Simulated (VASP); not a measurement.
Crystal: PbS.

```
CELL_PARAMETERS angstrom
3.72532 0.00000 0.00000
0.00000 3.72532 0.00000
0.00000 0.00000 3.72532
ATOMIC_POSITIONS crystal
Pb 0.00000 0.00000 0.00000
S 0.50000 0.50000 0.50000
```

Base run:

| Item | Value |
| --- | --- |
| Program | VASP 6.6.1 |
| Functional | PBEsol |
| Potentials or basis | VASP PAW PBE potentials, release 64 (Pb_d, S) |
| Cutoff | 520 eV |
| k mesh | 7 × 7 × 7 |
| Occupations | fermi-dirac, width 0.05 eV |
| Spin | no spin polarisation |

Its results: band gap on the k mesh 0.17 eV, indirect (least direct gap 1.19 eV); pressure -5.9 GPa.

**Question.** The run is repeated on the same cell with these changes: functional from PBEsol to LDA; potentials or basis from VASP PAW PBE potentials, release 64 (Pb_d, S) to VASP PAW LDA potentials, release 64 (Pb_d, S). What comes out?

**Answer.** Band gap on the k mesh 0.13 eV, indirect (least direct gap 1.16 eV); pressure -7.5 GPa.

Caveats: spin-orbit coupling is left out, which moves the levels of the heavy elements; the PAW data sets were made with another functional, which shifts forces and pressure a little (some runs).

A k mesh can miss the band edges.
